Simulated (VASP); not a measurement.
# LiCl (Fm-3m) in VASP: settings compared

LiCl is run at these levels: PBE, r2SCAN; tasks: single point.

Program: VASP 6.6.1. These are calculated values, not measurements. Logs are shortened: lines on timing, memory, paths and dates and some standing lists are left out, and cuts for length are marked.

## Step 1: The cell of the first run

It takes space group Fm-3m (No. 225, cubic). Conventional cell: a = 5.112 Å, b = 5.112 Å, c = 5.112 Å, α = 90.00°, β = 90.00°, γ = 90.00°. Within 3.4 Å of Li (site symmetry m-3m) lie 6 Cl at 2.56 Å. Within 3.4 Å of Cl (site symmetry m-3m) lie 6 Li at 2.56 Å.

## Step 2: Single point, PBE

Input file INCAR:

```
SYSTEM = LiCl
PREC     = Accurate       ! precision mode
ENCUT    = 520            ! plane-wave cutoff, eV
EDIFF    = 1E-7           ! SCF threshold, eV
ISMEAR   = 0              ! smearing method
SIGMA    = 0.01           ! smearing width, eV
LREAL    = .FALSE.        ! projectors in reciprocal space
LASPH    = .TRUE.         ! aspherical terms in the spheres
NELM     = 60             ! most SCF steps
ALGO     = Normal         ! electronic algorithm
ISIF     = 2              ! what is computed and relaxed
LWAVE    = .FALSE.        ! write WAVECAR
LCHARG   = .FALSE.        ! write CHGCAR
GGA      = PE             ! functional
NBANDS   = 12             ! bands
```

Input file KPOINTS:

```
Automatic mesh
0
G
  6 6 6
  0 0 0
```

Input file POSCAR:

```
LiCl
1.0
    0.0000000000      2.5560397678      2.5560397678
    2.5560397678      0.0000000000      2.5560397678
    2.5560397678      2.5560397678      0.0000000000
Li Cl
1 1
Direct
    0.0000000000      0.0000000000      0.0000000000
    0.5000000000      0.5000000000      0.5000000000
```

Potentials or basis: VASP PAW PBE potentials, release 64 (Li_sv, Cl).

Command:

```
$ cat potpaw_PBE.64/Li_sv/POTCAR potpaw_PBE.64/Cl/POTCAR > POTCAR
$ mpirun -np 1 vasp_std > vasp.out
```

OUTCAR:

```text
SYSTEM = LiCl
   PREC = Accurate
   ENCUT = 520
   EDIFF = 1E-7
   ISMEAR = 0
   LREAL = .FALSE.
   LASPH = .TRUE.
   NELM = 60
   ISIF = 2
   GGA = PE

 ion  position               nearest neighbor table
   1  0.000  0.000  0.000-   2 2.56   2 2.56   2 2.56   2 2.56   2 2.56   2 2.56
   2  0.500  0.500  0.500-   1 2.56   1 2.56   1 2.56   1 2.56   1 2.56   1 2.56

  LATTYP: Found a face centered cubic cell.
 ALAT       =     5.1120795356

  Lattice vectors:

 A1 = (   0.0000000000,   2.5560397678,   2.5560397678)
 A2 = (   2.5560397678,   0.0000000000,   2.5560397678)
 A3 = (   2.5560397678,   2.5560397678,   0.0000000000)

Analysis of symmetry for initial positions (statically):
=====================================================================
 Subroutine PRICEL returns:
 Original cell was already a primitive cell.

 Routine SETGRP: Setting up the symmetry group for a
 face centered cubic supercell.

 Subroutine GETGRP returns: Found 48 space group operations
 (whereof 48 operations were pure point group operations)
 out of a pool of 48 trial point group operations.

The static configuration has the point symmetry O_h .

Analysis of symmetry for dynamics (positions and initial velocities):
=====================================================================
 Subroutine PRICEL returns:
 Original cell was already a primitive cell.

 Routine SETGRP: Setting up the symmetry group for a
 face centered cubic supercell.

 Subroutine GETGRP returns: Found 48 space group operations
 (whereof 48 operations were pure point group operations)
 out of a pool of 48 trial point group operations.

The dynamic configuration has the point symmetry O_h .

 Subroutine INISYM returns: Found 48 space group operations
 (whereof 48 operations are pure point group operations),
 and found     1 'primitive' translations

----------------------------------------------------------------------------------------

                                     Primitive cell

  volume of cell :      33.3990

  direct lattice vectors                    reciprocal lattice vectors
     0.000000000  2.556039768  2.556039768    -0.195615110  0.195615110  0.195615110
     2.556039768  0.000000000  2.556039768     0.195615110 -0.195615110  0.195615110
     2.556039768  2.556039768  0.000000000     0.195615110  0.195615110 -0.195615110

  length of vectors
     3.614786106  3.614786106  3.614786106     0.338815309  0.338815309  0.338815309

  position of ions in fractional coordinates (direct lattice)
     0.000000000  0.000000000  0.000000000
     0.500000000  0.500000000  0.500000000

  ion indices of the primitive-cell ions
   primitive index   ion index
                 1           1
                 2           2

----------------------------------------------------------------------------------------

 KPOINTS: Automatic mesh

Automatic generation of k-mesh.
 Grid dimensions read from file:
 generate k-points for:    6    6    6

 Generating k-lattice:

  Cartesian coordinates                     Fractional coordinates (reciprocal lattice)
    -0.032602518  0.032602518  0.032602518     0.166666667  0.000000000  0.000000000
     0.032602518 -0.032602518  0.032602518     0.000000000  0.166666667  0.000000000
     0.032602518  0.032602518 -0.032602518     0.000000000  0.000000000  0.166666667

  Length of vectors
     0.056469218  0.056469218  0.056469218

  Shift w.r.t. Gamma in fractional coordinates (k-lattice)
     0.000000000  0.000000000  0.000000000

 Subroutine IBZKPT returns following result:
 ===========================================

 Found     16 irreducible k-points:

 Following reciprocal coordinates:
            Coordinates               Weight
  0.000000  0.000000  0.000000      1.000000
  0.166667  0.000000  0.000000      8.000000
  0.333333  0.000000  0.000000      8.000000
  0.500000  0.000000  0.000000      4.000000
  0.166667  0.166667  0.000000      6.000000
  0.333333  0.166667  0.000000     24.000000
[... 8 lines left out ...]
 -0.333333  0.333333  0.166667     24.000000
 -0.333333  0.500000  0.166667     12.000000
   k-points           NKPTS =     16   k-points in BZ     NKDIM =     16   number of bands    NBANDS=     12
   number of dos      NEDOS =    301   number of ions     NIONS =      2
   total plane-waves  NPLWV =  21952
   dimension x,y,z NGX =    28 NGY =   28 NGZ =   28
   dimension x,y,z NGXF=    56 NGYF=   56 NGZF=   56
   ions per type =               1   1
   NGX,Y,Z   is equivalent  to a cutoff of  12.88, 12.88, 12.88 a.u.
   NGXF,Y,Z  is equivalent  to a cutoff of  25.75, 25.75, 25.75 a.u.
 SYSTEM =  LiCl
   PREC   = accura    normal or accurate (medium, high low for compatibility)
   ISTART =      0    job   : 0-new  1-cont  2-samecut
   ICHARG =      2    charge: 1-file 2-atom 10-const
   ISPIN  =      1    spin polarized calculation?
   LNONCOLLINEAR =      F non collinear calculations
   LSORBIT =      F    spin-orbit coupling
   LASPH  =      T    aspherical Exc in radial PAW
   ENCUT  =  520.0 eV  38.22 Ry    6.18 a.u.   6.72  6.72  6.72*2*pi/ulx,y,z
   NELM   =     60;   NELMIN=  2; NELMDL= -5     # of ELM steps
   EDIFF  = 0.1E-06   stopping-criterion for ELM
   LREAL  =      F    real-space projection
   EDIFFG = 0.1E-05   stopping-criterion for IOM
   NSW    =      0    number of steps for IOM
   IBRION =     -1    ionic relax: 0-MD 1-quasi-New 2-CG
   NFREE  =      0    steps in history (QN), initial steepest desc. (CG)
   ISIF   =      2    stress and relaxation
   ISYM   =      2    0-nonsym 1-usesym 2-fastsym
   POTIM  = 0.5000    time-step for ionic-motion
   TEBEG  =    0.0;   TEEND  =   0.0 temperature during run
   PSTRESS=    0.0 pullay stress
   NELECT =      10.0000    total number of electrons
   NUPDOWN=      -1.0000    fix difference up-down
   EMIN   =  10.00;   EMAX   =-10.00  energy-range for DOS
   EFERMI =   0.00;   METHOD = LEGACY
   ISMEAR =     0;   SIGMA  =   0.01  broadening in eV -4-tet -1-fermi 0-gaus
   EFERMI_NEDOS =   21; number of points for ismear=-14 and -15
   IALGO  =     38    algorithm
   IMIX   =      4    mixing-type and parameters
     AMIX     =   0.40;   BMIX     =  1.00
     AMIX_MAG =   1.60;   BMIX_MAG =  1.00
  volume/ion in A,a.u.               =      16.70       112.69
  Fermi-wavevector in a.u.,A,eV,Ry     =   1.095210  2.069646 16.319970  1.199484
  Thomas-Fermi vector in A             =   2.231529
   LORBIT       =      0    0 simple, 1 ext, 2 COOP (PROOUT), +10 PAW based schemes
   GGA     = PE    functional components
   LHFCALC =     F    Hartree Fock is set to
   AEXX    =    0.0000 exact exchange contribution
   IVDW    =     0    specifies the selected vdW correction
   LEPSILON=     F    determine dielectric tensor
   LRPA    =     F    only Hartree local field effects (RPA)
 non-spin polarized calculation
 Gauss-broadening in eV      SIGMA  =   0.01
  energy-cutoff  :      520.00
  volume of cell :       33.40
 maximum number of plane-waves:       934
   NGX = 13   NGY = 13   NGZ = 13

 number of electron      10.0000003 magnetization

 Free energy of the ion-electron system (eV)
  ---------------------------------------------------
  ext. energy  EPLUGINS =         0.00000000
  ---------------------------------------------------
  free energy    TOTEN  =        -7.38448202 eV

  energy without entropy =       -7.38448202  energy(sigma->0) =       -7.38448202

 E-fermi :   0.7620     XC(G=0):  -8.7749

 val. band max:        0.6570067013   @ k =   0.0000   0.0000   0.0000
 cond. band min:       7.0568892390   @ k =   0.0000   0.0000   0.0000
 fundamental gap:      6.3998825377
 Fermi energy:         0.7619659278

 k-point     1 :       0.0000    0.0000    0.0000
  band No.  band energies     occupation
      1     -42.8479      2.00000
      2     -12.7757      2.00000
      3       0.6570      2.00000
      4       0.6570      2.00000
      5       0.6570      2.00000
      6       7.0569      0.00000
      7      12.6037      0.00000
      8      12.6037      0.00000
      9      12.6037      0.00000
     10      15.2473      0.00000
     11      15.2474      0.00000
     12      15.2514      0.00000

 k-point     2 :       0.1667    0.0000    0.0000
  band No.  band energies     occupation
      1     -42.8473      2.00000
      2     -12.6425      2.00000
      3      -0.2137      2.00000
      4       0.5865      2.00000
      5       0.5865      2.00000
      6       7.7397      0.00000
      7      11.5916      0.00000
      8      12.1782      0.00000
      9      12.1783      0.00000
     10      13.8732      0.00000
     11      13.8732      0.00000
     12      15.8958      0.00000

 k-point     3 :       0.3333    0.0000    0.0000
  band No.  band energies     occupation
      1     -42.8458      2.00000
      2     -12.3523      2.00000
      3      -1.5947      2.00000
      4       0.4566      2.00000
      5       0.4566      2.00000
      6       7.7426      0.00000
      7      10.7077      0.00000
      8      10.7078      0.00000
      9      12.4521      0.00000
     10      15.7741      0.00000
     11      15.7741      0.00000
     12      16.7166      0.00000
[... 166 lines left out ...]
 k-point    15 :      -0.3333    0.3333    0.1667
  band No.  band energies     occupation
      1     -42.8444      2.00000
      2     -12.0135      2.00000
      3      -1.7444      2.00000
      4      -1.1032      2.00000
      5      -0.1404      2.00000
      6       9.5956      0.00000
      7      10.0349      0.00000
      8      11.6395      0.00000
      9      11.8671      0.00000
     10      15.9179      0.00000
     11      16.7602      0.00000
     12      19.1527      0.00000

 k-point    16 :      -0.3333    0.5000    0.1667
  band No.  band energies     occupation
      1     -42.8442      2.00000
      2     -11.9479      2.00000
      3      -1.9121      2.00000
      4      -1.0240      2.00000
      5      -0.4295      2.00000
      6       9.4250      0.00000
      7      10.0720      0.00000
      8      12.0412      0.00000
      9      12.1493      0.00000
     10      15.6647      0.00000
     11      17.9437      0.00000
     12      19.3538      0.00000

------------------------ aborting loop because EDIFF is reached ----------------------------------------

  FORCE on cell =-STRESS in cart. coord.  units (eV):
  Direction    XX          YY          ZZ          XY          YZ          ZX
  --------------------------------------------------------------------------------------
  -------------------------------------------------------------------------------------
  Total        0.1333043      0.1333043      0.1333043     -0.0000000      0.0000000      0.0000000
  in kB        6.3947271      6.3947271      6.3947271     -0.0000000      0.0000000      0.0000000
  external PRESSURE =       6.3947271 kB  Pullay stress =       0.0000000 kB

 VOLUME and BASIS-vectors are now :
 -----------------------------------------------------------------------------
  energy-cutoff  :      520.00
  volume of cell :       33.40
      direct lattice vectors                 reciprocal lattice vectors
     0.000000000  2.556039768  2.556039768    -0.195615110  0.195615110  0.195615110
     2.556039768  0.000000000  2.556039768     0.195615110 -0.195615110  0.195615110
     2.556039768  2.556039768  0.000000000     0.195615110  0.195615110 -0.195615110

 POSITION                                       TOTAL-FORCE (eV/Angst)
 -----------------------------------------------------------------------------------
      0.00000      0.00000      0.00000        -0.000000     -0.000000     -0.000000
      2.55604      2.55604      2.55604         0.000000      0.000000      0.000000
 -----------------------------------------------------------------------------------
    total drift:                                0.000000      0.000000      0.000000

  FREE ENERGIE OF THE ION-ELECTRON SYSTEM (eV)
  ---------------------------------------------------
  free  energy   TOTEN  =        -7.3844820170 eV

  energy  without entropy=       -7.3844820170  energy(sigma->0) =       -7.38448202
```

Run time: 6.6 s. Hardware: 1 thread of Intel Xeon Platinum 8559C (Emerald Rapids), shared host; peak memory 0.15 GiB.

What came out:

```yaml
Free_energy: -7.3845 eV
Band_gap_on_the_k_mesh: 6.40 eV, direct
```

Levels at points of the mesh, in eV from the valence-band top:
```
           k point  band 2  band 3  band 4  band 5  band 6  band 7  band 8  band 9
(0.00, 0.00, 0.00)  -13.43    0.00    0.00    0.00    6.40   11.95   11.95   11.95
(0.50, 0.00, 0.00)  -12.85   -2.85   -0.26   -0.26    6.77    9.51    9.51   13.08
(0.50, 0.50, 0.00)  -12.60   -2.94   -1.12   -1.12    7.91    8.28   12.53   14.20
```

Caveat: the cutoff is under 1.25 times the usual one of these potentials, so pressure, stress and relaxed cells hold a basis-set (Pulay) error.

## Step 3: Single point, PBE

Input file INCAR:

```
PREC = Accurate
ENCUT = 520
EDIFF = 1E-6
ISMEAR = 0
SIGMA = 0.01
LREAL = False
LASPH = True
NELM = 60
ALGO = Normal
ISIF = 2
LWAVE = False
LCHARG = False
GGA = PE
NBANDS = 12
```

Input file KPOINTS:

```
regular mesh
0
Gamma
  6 6 6
```

POSCAR is that of step 2.

Potentials or basis: VASP PAW PBE potentials, release 64 (Li_sv, Cl).

Command:

```
$ cat potpaw_PBE.64/Li_sv/POTCAR potpaw_PBE.64/Cl/POTCAR > POTCAR
$ mpirun -np 1 vasp_std > vasp.out
```

Run time: 5.1 s. Hardware: 1 thread of Intel Xeon Platinum 8559C (Emerald Rapids), shared host; peak memory 0.15 GiB.

The run converged. Its results:

| Quantity | Value |
| --- | --- |
| Free energy | -7.3845 eV |
| Band gap on the k mesh | 6.40 eV, direct |

Levels at points of the mesh, in eV from the valence-band top:
| k point | band 2 | band 3 | band 4 | band 5 | band 6 | band 7 | band 8 | band 9 |
| --- | --- | --- | --- | --- | --- | --- | --- | --- |
| (0.00, 0.00, 0.00) | -13.43 | 0.00 | 0.00 | 0.00 | 6.40 | 11.95 | 11.95 | 11.95 |
| (0.50, 0.00, 0.00) | -12.85 | -2.85 | -0.26 | -0.26 | 6.77 | 9.51 | 9.51 | 13.08 |
| (0.50, 0.50, 0.00) | -12.60 | -2.94 | -1.12 | -1.12 | 7.91 | 8.28 | 12.53 | 14.20 |

Caveat: the cutoff is under 1.25 times the usual one of these potentials, so pressure, stress and relaxed cells hold a basis-set (Pulay) error. PBE gaps usually lie below the measured ones, often by a third to a half.

## Step 4: Single point, PBE

Input file INCAR:

```
PREC = Accurate ; ENCUT = 520
EDIFF = 1E-6 ; ISMEAR = 0
SIGMA = 0.01 ; LREAL = F
LASPH = T ; NELM = 100
ALGO = Normal ; ISIF = 2
LWAVE = F ; LCHARG = T
GGA = PE ; LELF = T
LVHAR = T ; NBANDS = 12
```

Input file KPOINTS:

```
Automatic mesh
0
Gamma
  8 8 8
```

POSCAR is that of step 3.

Command:

```
$ cat potpaw_PBE.64/Li_sv/POTCAR potpaw_PBE.64/Cl/POTCAR > POTCAR
$ mpirun -np 1 vasp_std > vasp.out
```

Wall time 7.5 s (1 thread of Intel Xeon Platinum 8559C (Emerald Rapids), shared host); peak memory 0.15 GiB.

Results (log left out):

```yaml
Free_energy: -7.3846 eV
Band_gap_on_the_k_mesh: 6.40 eV, direct
```

Levels at points of the mesh, in eV from the valence-band top:
```tsv
k point	band 1	band 2	band 3	band 4	band 5	band 6	band 7	band 8	band 9	band 10
(0.00, 0.00, 0.00)	-43.50	-13.43	0.00	0.00	0.00	6.40	11.95	11.95	11.95	14.59
(0.50, 0.00, 0.00)	-43.50	-12.85	-2.85	-0.26	-0.26	6.77	9.51	9.51	13.08	16.98
(0.50, 0.50, 0.00)	-43.50	-12.60	-2.94	-1.12	-1.12	7.91	8.28	12.53	14.20	14.20
```

Caveat: the cutoff is under 1.25 times the usual one of these potentials, so pressure, stress and relaxed cells hold a basis-set (Pulay) error. Expect the measured gap to be larger: semilocal functionals such as PBE lack the derivative discontinuity.

## Step 5: Single point, r2SCAN

POSCAR is that of step 4.

Input file INCAR.step1:

```
PREC = Accurate
ENCUT = 520
ISMEAR = 0
SIGMA = 0.01
LREAL = False
LASPH = True
NELM = 100
NBANDS = 12
GGA = PE
ALGO = Normal
EDIFF = 1E-4
LWAVE = True
LCHARG = False
```

Input file INCAR.step2:

```
PREC = Accurate
ENCUT = 520
EDIFF = 1E-6
ISMEAR = 0
SIGMA = 0.01
LREAL = False
LASPH = True
NELM = 100
ALGO = Normal
ISIF = 2
LWAVE = False
LCHARG = False
METAGGA = R2SCAN
LMIXTAU = True
NBANDS = 12
ISTART = 1
```

Input file KPOINTS:

```
regular mesh
0
Gamma
  6 6 6
```

Command:

```
$ cat potpaw_PBE.64/Li_sv/POTCAR potpaw_PBE.64/Cl/POTCAR > POTCAR
$ cp INCAR.step1 INCAR
$ mpirun -np 1 vasp_std > vasp.out
$ cp INCAR.step2 INCAR
$ mpirun -np 1 vasp_std > vasp.out
```

It took 28 s on 1 thread of Intel Xeon Platinum 8559C (Emerald Rapids), shared host; peak memory 0.15 GiB.

The run converged. Its results:

| Item | Value |
| --- | --- |
| Free energy | -12.5881 eV |
| Band gap on the k mesh | 7.36 eV, direct |

Levels at points of the mesh, in eV from the valence-band top:
```
           k point  band 3  band 4  band 5  band 6  band 7  band 8
(0.00, 0.00, 0.00)    0.00    0.00    0.00    7.36   12.67   12.67
(0.50, 0.00, 0.00)   -2.88   -0.28   -0.28    7.55   10.32   10.32
(0.50, 0.50, 0.00)   -2.98   -1.14   -1.14    8.79    8.91   13.67
```

Caveat: the cutoff is under 1.25 times the usual one of these potentials, so pressure, stress and relaxed cells hold a basis-set (Pulay) error; the PAW data sets were made with another functional, which shifts forces and pressure a little. r2SCAN opens gaps a little over a GGA but as a rule still falls short of measured ones.

## Step 6: The runs side by side

| level | k mesh | gap on the mesh (eV) |
| --- | --- | --- |
| PBE | 6 × 6 × 6 | 6.40 |
| PBE | 8 × 8 × 8 | 6.40 |
| r2SCAN | 6 × 6 × 6 | 7.36 |

Alike in all rows: task single point; potentials or basis VASP PAW PBE potentials, release 64 (Li_sv, Cl); no spin polarisation; cell as given; cutoff (eV) 520; smearing gaussian 0.01 eV.

On the cell as given the gap runs from 6.40 eV (PBE) to 7.36 eV (r2SCAN); the meshes differ, which moves gaps too.

Caveats: the cutoff is under 1.25 times the usual one of these potentials, so pressure, stress and relaxed cells hold a basis-set (Pulay) error; the PAW data sets were made with another functional, which shifts forces and pressure a little (some runs).

Absolute energies hang on the potentials; compare differences alone.
